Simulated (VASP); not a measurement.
# CdSe (zincblende type) (F-43m) in VASP: notebook

The runs below take CdSe (zincblende type) through single point, with PBEsol.

Everything below comes from runs of VASP 6.6.1. Logs are shortened: lines on timing, memory, paths and dates and some standing lists are left out, and cuts for length are marked.

**1. The cell of the first run**

The structure is cubic, space group F-43m (No. 216). Conventional cell: a = 4.983 Å, b = 4.983 Å, c = 4.983 Å, α = 90.00°, β = 90.00°, γ = 90.00°. Cd (site symmetry -43m) has 4 Se at 2.16 Å within 2.9 Å. Within 2.9 Å of Se (site symmetry -43m) lie 4 Cd at 2.16 Å.

**2. Single point, PBEsol (volume scaled by 0.55)**

INCAR reads:

```
SYSTEM = CdSe
  PREC = Accurate
  ENCUT = 520
  EDIFF = 1E-7
  ISMEAR = -1
  SIGMA = 0.08
  LREAL = .False.
  LASPH = .True.
  NELM = 80
  ALGO = Normal
  ISIF = 2
  LWAVE = .False.
  LCHARG = .False.
  GGA = PS
  NBANDS = 16
```

KPOINTS reads:

```
regular mesh
0
Gamma
  11 11 11
  0 0 0
```

POSCAR reads:

```
CdSe
1.0
    0.0000000000      2.4915228335      2.4915228335
    2.4915228335      0.0000000000      2.4915228335
    2.4915228335      2.4915228335      0.0000000000
Cd Se
1 1
Direct
    0.0000000000      0.0000000000      0.0000000000
    0.2500000000      0.2500000000      0.2500000000
```

Potentials or basis: VASP PAW PBE potentials, release 64 (Cd, Se).

The run is started by

```
cat potpaw_PBE.64/Cd/POTCAR potpaw_PBE.64/Se/POTCAR > POTCAR
mpirun -np 1 vasp_std > vasp.out
```

OUTCAR:

```text
SYSTEM = CdSe
   PREC = Accurate
   ENCUT = 520
   EDIFF = 1E-7
   ISMEAR = -1
   LREAL = .False.
   LASPH = .True.
   NELM = 80
   ISIF = 2
   GGA = PS

 ion  position               nearest neighbor table
   1  0.000  0.000  0.000-   2 2.16   2 2.16   2 2.16   2 2.16
   2  0.250  0.250  0.250-   1 2.16   1 2.16   1 2.16   1 2.16

  LATTYP: Found a face centered cubic cell.
 ALAT       =     4.9830456670

  Lattice vectors:

 A1 = (   0.0000000000,   2.4915228335,   2.4915228335)
 A2 = (   2.4915228335,   0.0000000000,   2.4915228335)
 A3 = (   2.4915228335,   2.4915228335,   0.0000000000)

Analysis of symmetry for initial positions (statically):
=====================================================================
 Subroutine PRICEL returns:
 Original cell was already a primitive cell.

 Routine SETGRP: Setting up the symmetry group for a
 face centered cubic supercell.

 Subroutine GETGRP returns: Found 24 space group operations
 (whereof 24 operations were pure point group operations)
 out of a pool of 48 trial point group operations.

The static configuration has the point symmetry T_d .

Analysis of symmetry for dynamics (positions and initial velocities):
=====================================================================
 Subroutine PRICEL returns:
 Original cell was already a primitive cell.

 Routine SETGRP: Setting up the symmetry group for a
 face centered cubic supercell.

 Subroutine GETGRP returns: Found 24 space group operations
 (whereof 24 operations were pure point group operations)
 out of a pool of 48 trial point group operations.

The dynamic configuration has the point symmetry T_d .

 Subroutine INISYM returns: Found 24 space group operations
 (whereof 24 operations are pure point group operations),
 and found     1 'primitive' translations

----------------------------------------------------------------------------------------

                                     Primitive cell

  volume of cell :      30.9332

  direct lattice vectors                    reciprocal lattice vectors
     0.000000000  2.491522833  2.491522833    -0.200680481  0.200680481  0.200680481
     2.491522833  0.000000000  2.491522833     0.200680481 -0.200680481  0.200680481
     2.491522833  2.491522833  0.000000000     0.200680481  0.200680481 -0.200680481

  length of vectors
     3.523545382  3.523545382  3.523545382     0.347588789  0.347588789  0.347588789

  position of ions in fractional coordinates (direct lattice)
     0.000000000  0.000000000  0.000000000
     0.250000000  0.250000000  0.250000000

  ion indices of the primitive-cell ions
   primitive index   ion index
                 1           1
                 2           2

----------------------------------------------------------------------------------------

 KPOINTS: regular mesh

Automatic generation of k-mesh.
 Grid dimensions read from file:
 generate k-points for:   11   11   11

 Generating k-lattice:

  Cartesian coordinates                     Fractional coordinates (reciprocal lattice)
    -0.018243680  0.018243680  0.018243680     0.090909091  0.000000000  0.000000000
     0.018243680 -0.018243680  0.018243680     0.000000000  0.090909091  0.000000000
     0.018243680  0.018243680 -0.018243680     0.000000000  0.000000000  0.090909091

  Length of vectors
     0.031598981  0.031598981  0.031598981

  Shift w.r.t. Gamma in fractional coordinates (k-lattice)
     0.000000000  0.000000000  0.000000000

 Subroutine IBZKPT returns following result:
 ===========================================

 Found     56 irreducible k-points:

 Following reciprocal coordinates:
            Coordinates               Weight
  0.000000  0.000000  0.000000      1.000000
  0.090909  0.000000  0.000000      8.000000
  0.181818  0.000000  0.000000      8.000000
  0.272727  0.000000  0.000000      8.000000
  0.363636  0.000000  0.000000      8.000000
  0.454545  0.000000  0.000000      8.000000
[... 16 lines left out ...]
 -0.272727  0.181818  0.000000     24.000000
 -0.181818  0.181818  0.000000     12.000000
 [... further k-points ...]
   k-points           NKPTS =     56   k-points in BZ     NKDIM =     56   number of bands    NBANDS=     16
   number of dos      NEDOS =    301   number of ions     NIONS =      2
   total plane-waves  NPLWV =  21952
   dimension x,y,z NGX =    28 NGY =   28 NGZ =   28
   dimension x,y,z NGXF=    56 NGYF=   56 NGZF=   56
   ions per type =               1   1
   NGX,Y,Z   is equivalent  to a cutoff of  13.21, 13.21, 13.21 a.u.
   NGXF,Y,Z  is equivalent  to a cutoff of  26.42, 26.42, 26.42 a.u.
 SYSTEM =  CdSe
   PREC   = accura    normal or accurate (medium, high low for compatibility)
   ISTART =      0    job   : 0-new  1-cont  2-samecut
   ICHARG =      2    charge: 1-file 2-atom 10-const
   ISPIN  =      1    spin polarized calculation?
   LNONCOLLINEAR =      F non collinear calculations
   LSORBIT =      F    spin-orbit coupling
   LASPH  =      T    aspherical Exc in radial PAW
   ENCUT  =  520.0 eV  38.22 Ry    6.18 a.u.   6.55  6.55  6.55*2*pi/ulx,y,z
   NELM   =     80;   NELMIN=  2; NELMDL= -5     # of ELM steps
   EDIFF  = 0.1E-06   stopping-criterion for ELM
   LREAL  =      F    real-space projection
   EDIFFG = 0.1E-05   stopping-criterion for IOM
   NSW    =      0    number of steps for IOM
   IBRION =     -1    ionic relax: 0-MD 1-quasi-New 2-CG
   NFREE  =      0    steps in history (QN), initial steepest desc. (CG)
   ISIF   =      2    stress and relaxation
   ISYM   =      2    0-nonsym 1-usesym 2-fastsym
   POTIM  = 0.5000    time-step for ionic-motion
   TEBEG  =    0.0;   TEEND  =   0.0 temperature during run
   PSTRESS=    0.0 pullay stress
   NELECT =      18.0000    total number of electrons
   NUPDOWN=      -1.0000    fix difference up-down
   EMIN   =  10.00;   EMAX   =-10.00  energy-range for DOS
   EFERMI =   0.00;   METHOD = LEGACY
   ISMEAR =    -1;   SIGMA  =   0.08  broadening in eV -4-tet -1-fermi 0-gaus
   EFERMI_NEDOS =   21; number of points for ismear=-14 and -15
   IALGO  =     38    algorithm
   IMIX   =      4    mixing-type and parameters
     AMIX     =   0.40;   BMIX     =  1.00
     AMIX_MAG =   1.60;   BMIX_MAG =  1.00
  volume/ion in A,a.u.               =      15.47       104.37
  Fermi-wavevector in a.u.,A,eV,Ry     =   1.366755  2.582793 25.415959  1.868020
  Thomas-Fermi vector in A             =   2.492868
   LORBIT       =      0    0 simple, 1 ext, 2 COOP (PROOUT), +10 PAW based schemes
   GGA     = PS    functional components
   LHFCALC =     F    Hartree Fock is set to
   AEXX    =    0.0000 exact exchange contribution
   IVDW    =     0    specifies the selected vdW correction
   LEPSILON=     F    determine dielectric tensor
   LRPA    =     F    only Hartree local field effects (RPA)
 non-spin polarized calculation
  energy-cutoff  :      520.00
  volume of cell :       30.93
 maximum number of plane-waves:       869
 NGX is ok and might be reduce to    28
   NGX = 13   NGY = 13   NGZ = 13

 number of electron      17.9999995 magnetization

 Free energy of the ion-electron system (eV)
  ---------------------------------------------------
  ext. energy  EPLUGINS =         0.00000000
  ---------------------------------------------------
  free energy    TOTEN  =        -0.28773561 eV

  energy without entropy =       -0.28773187  energy(sigma->0) =       -0.28773374

 E-fermi :   8.6989     XC(G=0): -12.1096

 val. band max:        8.0608421133   @ k =   0.0000   0.0000   0.0000
 cond. band min:       9.3530327066   @ k =   0.0000   0.0000   0.0000
 fundamental gap:      1.2921905933
 Fermi energy:         8.6988874413

 k-point     1 :       0.0000    0.0000    0.0000
  band No.  band energies     occupation
      1     -10.3037      2.00000
      2      -4.4928      2.00000
      3      -4.4928      2.00000
      4      -4.4928      2.00000
      5      -3.0687      2.00000
      6      -3.0687      2.00000
[... 8 lines left out ...]
     15      20.2745      0.00000
     16      20.2745      0.00000

 k-point     2 :       0.0909    0.0000    0.0000
  band No.  band energies     occupation
      1     -10.2135      2.00000
      2      -4.4770      2.00000
      3      -4.4583      2.00000
      4      -4.4583      2.00000
      5      -3.0754      2.00000
      6      -3.0754      2.00000
[... 8 lines left out ...]
     15      18.9277      0.00000
     16      19.2102      0.00000

 k-point     3 :       0.1818    0.0000    0.0000
  band No.  band energies     occupation
      1      -9.9673      2.00000
      2      -4.3906      2.00000
      3      -4.3706      2.00000
      4      -4.3706      2.00000
      5      -3.0831      2.00000
      6      -3.0831      2.00000
[... 8 lines left out ...]
     15      18.2108      0.00000
     16      18.8403      0.00000

 k-point     4 :       0.2727    0.0000    0.0000
  band No.  band energies     occupation
      1      -9.6388      2.00000
      2      -4.2719      2.00000
      3      -4.2719      2.00000
      4      -4.1281      2.00000
      5      -3.0649      2.00000
      6      -3.0649      2.00000
[... 8 lines left out ...]
     15      18.5216      0.00000
     16      18.7461      0.00000
[... 324 lines left out ...]
 k-point    22 :      -0.3636    0.1818    0.0000
  band No.  band energies     occupation
      1      -9.0635      2.00000
      2      -4.1575      2.00000
      3      -4.0100      2.00000
      4      -3.2999      2.00000
      5      -3.0651      2.00000
      6      -2.3961      2.00000
[... 8 lines left out ...]
     15      20.1090      0.00000
     16      21.6879      0.00000

 k-point    23 :      -0.2727    0.1818    0.0000
  band No.  band energies     occupation
      1      -9.2551      2.00000
      2      -4.1618      2.00000
      3      -4.0943      2.00000
      4      -3.7141      2.00000
      5      -3.1495      2.00000
      6      -2.8003      2.00000
[... 8 lines left out ...]
     15      20.9958      0.00000
     16      22.7953      0.00000

 k-point    24 :      -0.1818    0.1818    0.0000
  band No.  band energies     occupation
      1      -9.5296      2.00000
      2      -4.2225      2.00000
      3      -4.2132      2.00000
      4      -4.0958      2.00000
      5      -3.1717      2.00000
      6      -2.9377      2.00000
[... 8 lines left out ...]
     15      21.0083      0.00000
     16      21.6543      0.00000

 [... further k-points ...]
[... 5 lines left out ...]
  --------------------------------------------------------------------------------------
  -------------------------------------------------------------------------------------
  Total       25.1526667     25.1526667     25.1526667     -0.0000000      0.0000000     -0.0000000
  in kB     1302.7767747   1302.7767747   1302.7767747     -0.0000000      0.0000000     -0.0000000
  external PRESSURE =    1302.7767747 kB  Pullay stress =       0.0000000 kB

 VOLUME and BASIS-vectors are now :
 -----------------------------------------------------------------------------
  energy-cutoff  :      520.00
  volume of cell :       30.93
      direct lattice vectors                 reciprocal lattice vectors
     0.000000000  2.491522833  2.491522833    -0.200680481  0.200680481  0.200680481
     2.491522833  0.000000000  2.491522833     0.200680481 -0.200680481  0.200680481
     2.491522833  2.491522833  0.000000000     0.200680481  0.200680481 -0.200680481

 POSITION                                       TOTAL-FORCE (eV/Angst)
 -----------------------------------------------------------------------------------
      0.00000      0.00000      0.00000        -0.000000     -0.000000     -0.000000
      1.24576      1.24576      1.24576         0.000000      0.000000      0.000000
 -----------------------------------------------------------------------------------
    total drift:                               -0.000000     -0.000000      0.000000

  FREE ENERGIE OF THE ION-ELECTRON SYSTEM (eV)
  ---------------------------------------------------
  free  energy   TOTEN  =        -0.2877356076 eV

  energy  without entropy=       -0.2877318698  energy(sigma->0) =       -0.28773374
```

Wall time 35 s (1 thread of Intel Xeon 8259CL, shared host); peak memory 0.17 GiB.

What came out:

- Free energy: -0.2877 eV
- Pressure: 130.3 GPa
- Band gap on the k mesh: 1.29 eV, direct

Caveat: the PAW data sets were made with another functional, which shifts forces and pressure a little.

(Part 1 of 2 ends here.)
